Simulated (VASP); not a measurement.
# CsPbBr3: single point with LDA

Crystal: CsPbBr3.

```
Cs Pb Br
1.0
     5.78384    0.00000    0.00000
     0.00000    5.78384    0.00000
     0.00000    0.00000    5.78384
Cs Pb Br
1 1 3
Direct
  0.00000 0.00000 0.00000
  0.50000 0.50000 0.50000
  0.00000 0.50000 0.50000
  0.50000 0.00000 0.50000
  0.50000 0.50000 0.00000
```

```json
{
  "Program": "VASP 6.6.1",
  "Task": "single point",
  "Functional": "LDA",
  "Potentials or basis": "VASP PAW LDA potentials, release 64 (Cs_sv, Pb_d, Br)",
  "Cutoff": "520 eV",
  "k mesh": "4 × 4 × 4",
  "Occupations": "fermi-dirac, width 0.02 eV",
  "Spin": "no spin polarisation"
}
```

- Pressure: 0.0 GPa
- Band gap on the k mesh: 1.16 eV

Levels at points of the mesh, in eV from the valence-band top:
```tsv
k point	band 19	band 20	band 21	band 22	band 23	band 24	band 25	band 26
(0.00, 0.00, 0.00)	-2.48	-2.33	-2.33	-2.33	2.43	3.53	3.53	4.36
(0.50, 0.00, 0.00)	-2.64	-2.47	-2.47	-1.60	2.33	3.98	4.57	4.67
(0.50, 0.50, 0.00)	-2.74	-2.54	-1.95	-0.79	1.79	1.79	4.67	4.74
(0.50, 0.50, 0.50)	-1.93	-1.93	-1.93	0.00	1.16	1.16	1.16	3.96
```

Run time: 48 s on 1 thread of Intel Xeon 8259CL (shared host), peak memory 0.28 GiB.

Caveat: spin-orbit coupling is left out, which moves the levels of the heavy elements. A k mesh can miss the band edges.
